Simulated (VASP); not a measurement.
# B2Br3 (C2/m) in VASP: single point with PBE

Aim: the single point of B2Br3 with PBE.

Everything below comes from runs of VASP 6.6.1. Logs are shortened: lines on timing, memory, paths and dates and some standing lists are left out, and cuts for length are marked.

### 1 The cell of the first run

The structure is monoclinic, space group C2/m (No. 12). The conventional cell has a = 14.924 Å, b = 3.711 Å, c = 7.085 Å, α = 90.00°, β = 103.83°, γ = 90.00°. Within 3.0 Å of B (site symmetry m) lie 4 Br at 2.24 to 2.28 Å. B (site symmetry m) has 6 Br at 2.37 to 2.53 Å within 3.1 Å. Br (site symmetry m) has 3 B at 2.24 to 2.37 Å within 3.0 Å. Within 3.0 Å of Br (site symmetry m) lie 4 B at 2.28 to 2.53 Å. Br (site symmetry m) has 3 B at 2.24 to 2.37 Å within 3.0 Å.

### 2 Single point, PBE

INCAR

```
SYSTEM = B2Br3
PREC = Accurate
ENCUT = 520
EDIFF = 1E-6
ISMEAR = 0
SIGMA = 0.1832
LREAL = .FALSE.
LASPH = .TRUE.
NELM = 60
ALGO = Normal
ISIF = 2
LWAVE = .FALSE.
LCHARG = .FALSE.
GGA = PE
NBANDS = 38
```

KPOINTS

```
regular mesh
0
G
  6 6 4
  0 0 0
```

POSCAR

```
B2Br3
1.0
    0.0000000000      3.7109540000      0.0000000000
    7.4619850000     -1.8554770000      0.0000000000
    1.6935050000      0.0000000000     -6.8791630000
B Br
4 6
Direct
    0.0905000000      0.1810000000      0.2054000000
    0.9095000000      0.8190000000      0.7946000000
    0.6586600000      0.3173200000      0.6859800000
    0.3413400000      0.6826800000      0.3140200000
    0.1645000000      0.3290000000      0.8902000000
    0.8355000000      0.6710000000      0.1098000000
    0.1733000000      0.3466000000      0.4368000000
    0.8267000000      0.6534000000      0.5632000000
    0.4959000000      0.9918000000      0.7434000000
    0.5041000000      0.0082000000      0.2566000000
```

Potentials or basis: VASP PAW PBE potentials, release 64 (B, Br).

The run is started by

```sh
> cat potpaw_PBE.64/B/POTCAR potpaw_PBE.64/Br/POTCAR > POTCAR
> mpirun -np 1 vasp_std > vasp.out
```

OUTCAR:

```text
SYSTEM = B2Br3
   PREC = Accurate
   ENCUT = 520
   EDIFF = 1E-6
   ISMEAR = 0
   LREAL = .FALSE.
   LASPH = .TRUE.
   NELM = 60
   ISIF = 2
   GGA = PE

 ion  position               nearest neighbor table
   1  0.090  0.181  0.205-  10 2.24  10 2.24   5 2.24   7 2.28
   2  0.910  0.819  0.795-   9 2.24   9 2.24   6 2.24   8 2.28
   3  0.659  0.317  0.686-   9 2.37   5 2.37   5 2.37   8 2.45
   4  0.341  0.683  0.314-  10 2.37   6 2.37   6 2.37   7 2.45
   5  0.164  0.329  0.890-   1 2.24   3 2.37   3 2.37
   6  0.836  0.671  0.110-   2 2.24   4 2.37   4 2.37
   7  0.173  0.347  0.437-   1 2.28   4 2.45
   8  0.827  0.653  0.563-   2 2.28   3 2.45
   9  0.496  0.992  0.743-   2 2.24   2 2.24   3 2.37
  10  0.504  0.008  0.257-   1 2.24   1 2.24   4 2.37

  LATTYP: Found a base centered monoclinic cell.
 ALAT       =    14.9239700000
 B/A-ratio  =     0.2486572943
 C/A-ratio  =     0.4747094494
 COS(beta)  =    -0.2390420140

  Lattice vectors:

 A1 = (  -7.4619850000,  -1.8554770000,   0.0000000000)
 A2 = (  -7.4619850000,   1.8554770000,   0.0000000000)
 A3 = (   1.6935050000,   0.0000000000,  -6.8791630000)

Analysis of symmetry for initial positions (statically):
=====================================================================
 Subroutine PRICEL returns:
 Original cell was already a primitive cell.

 Routine SETGRP: Setting up the symmetry group for a
 base centered monoclinic supercell.

 Subroutine GETGRP returns: Found  4 space group operations
 (whereof  4 operations were pure point group operations)
 out of a pool of  4 trial point group operations.

The static configuration has the point symmetry C_2h.

Analysis of symmetry for dynamics (positions and initial velocities):
=====================================================================
 Subroutine PRICEL returns:
 Original cell was already a primitive cell.

 Routine SETGRP: Setting up the symmetry group for a
 base centered monoclinic supercell.

 Subroutine GETGRP returns: Found  4 space group operations
 (whereof  4 operations were pure point group operations)
 out of a pool of  4 trial point group operations.

The dynamic configuration has the point symmetry C_2h.

 Subroutine INISYM returns: Found  4 space group operations
 (whereof  4 operations are pure point group operations),
 and found     1 'primitive' translations

----------------------------------------------------------------------------------------

                                     Primitive cell

  volume of cell :     190.4915

  direct lattice vectors                    reciprocal lattice vectors
     0.000000000  3.710954000  0.000000000     0.067006299  0.269472486  0.016495539
     7.461985000 -1.855477000  0.000000000     0.134012599  0.000000000  0.032991078
     1.693505000  0.000000000 -6.879163000     0.000000000  0.000000000 -0.145366522

  length of vectors
     3.710954000  7.689214202  7.084549581     0.278167877  0.138013723  0.145366522

  position of ions in fractional coordinates (direct lattice)
     0.090500000  0.181000000  0.205400000
     0.909500000  0.819000000  0.794600000
     0.658660000  0.317320000  0.685980000
     0.341340000  0.682680000  0.314020000
     0.164500000  0.329000000  0.890200000
     0.835500000  0.671000000  0.109800000
     0.173300000  0.346600000  0.436800000
     0.826700000  0.653400000  0.563200000
     0.495900000  0.991800000  0.743400000
     0.504100000  0.008200000  0.256600000

  ion indices of the primitive-cell ions
   primitive index   ion index
                 1           1
                 2           2
                 3           3
                 4           4
                 5           5
                 6           6
                 7           7
                 8           8
                 9           9
                10          10

----------------------------------------------------------------------------------------

 KPOINTS: regular mesh

Automatic generation of k-mesh.
 Grid dimensions read from file:
 generate k-points for:    6    6    4

 Generating k-lattice:

  Cartesian coordinates                     Fractional coordinates (reciprocal lattice)
     0.011167717  0.044912081  0.002749257     0.166666667  0.000000000  0.000000000
     0.022335433  0.000000000  0.005498513     0.000000000  0.166666667  0.000000000
     0.000000000  0.000000000 -0.036341631     0.000000000  0.000000000  0.250000000

  Length of vectors
     0.046361313  0.023002287  0.036341631

  Shift w.r.t. Gamma in fractional coordinates (k-lattice)
     0.000000000  0.000000000  0.000000000

 Subroutine IBZKPT returns following result:
 ===========================================

 Found     47 irreducible k-points:

 Following reciprocal coordinates:
            Coordinates               Weight
  0.000000  0.000000  0.000000      1.000000
  0.166667  0.000000  0.000000      4.000000
  0.333333  0.000000  0.000000      4.000000
  0.500000 -0.000000 -0.000000      2.000000
  0.000000  0.166667  0.000000      2.000000
  0.166667  0.166667  0.000000      4.000000
[... 16 lines left out ...]
  0.500000  0.166667  0.250000      4.000000
 -0.333333  0.166667  0.250000      4.000000
 [... further k-points ...]
   k-points           NKPTS =     47   k-points in BZ     NKDIM =     47   number of bands    NBANDS=     38
   number of dos      NEDOS =    301   number of ions     NIONS =     10
   total plane-waves  NPLWV =  90720
   dimension x,y,z NGX =    28 NGY =   60 NGZ =   54
   dimension x,y,z NGXF=    56 NGYF=  120 NGZF=  108
   ions per type =               4   6
   NGX,Y,Z   is equivalent  to a cutoff of  12.54, 12.97, 12.67 a.u.
   NGXF,Y,Z  is equivalent  to a cutoff of  25.09, 25.94, 25.34 a.u.
 SYSTEM =  B2Br3
   PREC   = accura    normal or accurate (medium, high low for compatibility)
   ISTART =      0    job   : 0-new  1-cont  2-samecut
   ICHARG =      2    charge: 1-file 2-atom 10-const
   ISPIN  =      1    spin polarized calculation?
   LNONCOLLINEAR =      F non collinear calculations
   LSORBIT =      F    spin-orbit coupling
   LASPH  =      T    aspherical Exc in radial PAW
   ENCUT  =  520.0 eV  38.22 Ry    6.18 a.u.   6.90 14.30 13.17*2*pi/ulx,y,z
   NELM   =     60;   NELMIN=  2; NELMDL= -5     # of ELM steps
   EDIFF  = 0.1E-05   stopping-criterion for ELM
   LREAL  =      F    real-space projection
   EDIFFG = 0.1E-04   stopping-criterion for IOM
   NSW    =      0    number of steps for IOM
   IBRION =     -1    ionic relax: 0-MD 1-quasi-New 2-CG
   NFREE  =      0    steps in history (QN), initial steepest desc. (CG)
   ISIF   =      2    stress and relaxation
   ISYM   =      2    0-nonsym 1-usesym 2-fastsym
   POTIM  = 0.5000    time-step for ionic-motion
   TEBEG  =    0.0;   TEEND  =   0.0 temperature during run
   PSTRESS=    0.0 pullay stress
   NELECT =      54.0000    total number of electrons
   NUPDOWN=      -1.0000    fix difference up-down
   EMIN   =  10.00;   EMAX   =-10.00  energy-range for DOS
   EFERMI =   0.00;   METHOD = LEGACY
   ISMEAR =     0;   SIGMA  =   0.18  broadening in eV -4-tet -1-fermi 0-gaus
   EFERMI_NEDOS =   21; number of points for ismear=-14 and -15
   IALGO  =     38    algorithm
   IMIX   =      4    mixing-type and parameters
     AMIX     =   0.40;   BMIX     =  1.00
     AMIX_MAG =   1.60;   BMIX_MAG =  1.00
  volume/ion in A,a.u.               =      19.05       128.55
  Fermi-wavevector in a.u.,A,eV,Ry     =   1.075427  2.032262 15.735724  1.156543
  Thomas-Fermi vector in A             =   2.211283
   LORBIT       =      0    0 simple, 1 ext, 2 COOP (PROOUT), +10 PAW based schemes
   GGA     = PE    functional components
   LHFCALC =     F    Hartree Fock is set to
   AEXX    =    0.0000 exact exchange contribution
   IVDW    =     0    specifies the selected vdW correction
   LEPSILON=     F    determine dielectric tensor
   LRPA    =     F    only Hartree local field effects (RPA)
 non-spin polarized calculation
 Gauss-broadening in eV      SIGMA  =   0.18
  energy-cutoff  :      520.00
  volume of cell :      190.49
 maximum number of plane-waves:      5155
   NGX = 13   NGY = 29   NGZ = 27

 number of electron      53.9999999 magnetization

 Free energy of the ion-electron system (eV)
  ---------------------------------------------------
  ext. energy  EPLUGINS =         0.00000000
  ---------------------------------------------------
  free energy    TOTEN  =       -25.68424723 eV

  energy without entropy =      -25.64154427  energy(sigma->0) =      -25.66289575

 E-fermi :   4.8781     XC(G=0):  -9.5886

 val. band max:        4.8628815951   @ k =   0.1667   0.1667   0.5000
 cond. band min:       4.8953761287   @ k =   0.5000   0.1667   0.2500
 fundamental gap:      0.0324945336
 Fermi energy:         4.8781428064

 k-point     1 :       0.0000    0.0000    0.0000
  band No.  band energies     occupation
      1     -13.5142      2.00000
      2     -12.5958      2.00000
      3     -12.4109      2.00000
      4     -12.3556      2.00000
      5     -11.9804      2.00000
      6     -11.8067      2.00000
[... 30 lines left out ...]
     37       7.9282      0.00000
     38       8.3726      0.00000

 k-point     2 :       0.1667    0.0000    0.0000
  band No.  band energies     occupation
      1     -13.3506      2.00000
      2     -12.5045      2.00000
      3     -12.4403      2.00000
      4     -12.2206      2.00000
      5     -11.9168      2.00000
      6     -11.7659      2.00000
[... 30 lines left out ...]
     37       8.1351      0.00000
     38       8.2836      0.00000
[... 859 lines left out ...]
     37       9.2619      0.00000
     38       9.6181      0.00000

 k-point    24 :      -0.3333    0.1667    0.2500
  band No.  band energies     occupation
      1     -12.8673      2.00000
      2     -12.4058      2.00000
      3     -12.3126      2.00000
      4     -12.1163      2.00000
      5     -11.8265      2.00000
      6     -11.7340      2.00000
[... 30 lines left out ...]
     37       8.6593      0.00000
     38       8.8315      0.00000

 [... further k-points ...]

------------------------ aborting loop because EDIFF is reached ----------------------------------------

  FORCE on cell =-STRESS in cart. coord.  units (eV):
  Direction    XX          YY          ZZ          XY          YZ          ZX
  --------------------------------------------------------------------------------------
  -------------------------------------------------------------------------------------
  Total       10.3823785      7.8405109     10.5492608      0.0000000      0.0000000     -0.0073583
  in kB       87.3236533     65.9446246     88.7272598      0.0000000      0.0000000     -0.0618889
  external PRESSURE =      80.6651792 kB  Pullay stress =       0.0000000 kB

 VOLUME and BASIS-vectors are now :
 -----------------------------------------------------------------------------
  energy-cutoff  :      520.00
  volume of cell :      190.49
      direct lattice vectors                 reciprocal lattice vectors
     0.000000000  3.710954000  0.000000000     0.067006299  0.269472486  0.016495539
     7.461985000 -1.855477000  0.000000000     0.134012599  0.000000000  0.032991078
     1.693505000  0.000000000 -6.879163000     0.000000000  0.000000000 -0.145366522

 POSITION                                       TOTAL-FORCE (eV/Angst)
 -----------------------------------------------------------------------------------
      1.69847      0.00000     -1.41298         0.471638      0.000000     -0.064662
      7.45702      1.85548     -5.46618        -0.471638      0.000000      0.064662
      3.52955      1.85548     -4.71897         0.265168      0.000000      0.112149
      5.62594      0.00000     -2.16019        -0.265168      0.000000     -0.112149
      3.96255     -0.00000     -6.12383         0.087891      0.000000     -1.566596
      5.19294      1.85548     -0.75533        -0.087891      0.000000      1.566596
      3.32605     -0.00000     -3.00482        -1.710800     -0.000000      1.305050
      5.82944      1.85548     -3.87434         1.710800      0.000000     -1.305050
      8.65975      0.00000     -5.11397        -0.849301     -0.000000     -0.317854
      0.49574      1.85548     -1.76519         0.849301      0.000000      0.317854
 -----------------------------------------------------------------------------------
    total drift:                                0.000000     -0.000000      0.000000

  FREE ENERGIE OF THE ION-ELECTRON SYSTEM (eV)
  ---------------------------------------------------
  free  energy   TOTEN  =       -25.6842472302 eV

  energy  without entropy=      -25.6415442693  energy(sigma->0) =      -25.66289575
```

Wall time 3.7 min (1 thread of Intel Xeon Platinum 8488C (Sapphire Rapids), shared host); peak memory 0.43 GiB.

What came out:

| Quantity | Value |
| --- | --- |
| Free energy | -25.6842 eV |
| Pressure | 8.1 GPa |
| Largest force | 2.152 eV/Å |
| Band gap on the k mesh | zero (bands 27 and 28 overlap by 1.36 eV) |

Forces in eV/Å, atoms in the order of the input:
```
B    0.472  0.000 -0.065
B   -0.472  0.000  0.065
B    0.265  0.000  0.112
B   -0.265  0.000 -0.112
Br   0.088  0.000 -1.567
Br  -0.088  0.000  1.567
Br  -1.711  0.000  1.305
Br   1.711  0.000 -1.305
Br  -0.849  0.000 -0.318
Br   0.849  0.000  0.318
```

Stress tensor (GPa, compression positive):
```
 8.73  0.00 -0.01
 0.00  6.59  0.00
-0.01  0.00  8.87
```

Levels at points of the mesh, in eV from the Fermi level:
```
           k point  band 24  band 25  band 26  band 27  band 28  band 29  band 30  band 31
(0.00, 0.00, 0.00)    -2.95    -2.94    -1.35    -1.18    -0.41     0.74     0.89     0.94
(0.50, 0.00, 0.00)    -3.32    -1.81    -0.86    -0.72    -0.31     1.38     1.56     1.95
(0.00, 0.50, 0.00)    -3.26    -1.75    -1.23    -0.92    -0.76     0.76     1.05     1.05
(0.00, 0.00, 0.50)    -3.23    -1.44    -1.24    -0.41    -0.36     0.39     0.72     1.93
(0.50, 0.00, 0.50)    -3.85    -0.98    -0.87     0.57     0.63     1.14     1.50     1.71
(0.00, 0.50, 0.50)    -3.04    -1.53    -1.22    -0.73    -0.69     0.38     0.48     1.49
```

Caveat: the cell stands under pressure; forces of over 1 eV/Å act on the atoms, so gaps and moduli don't describe the material at rest.
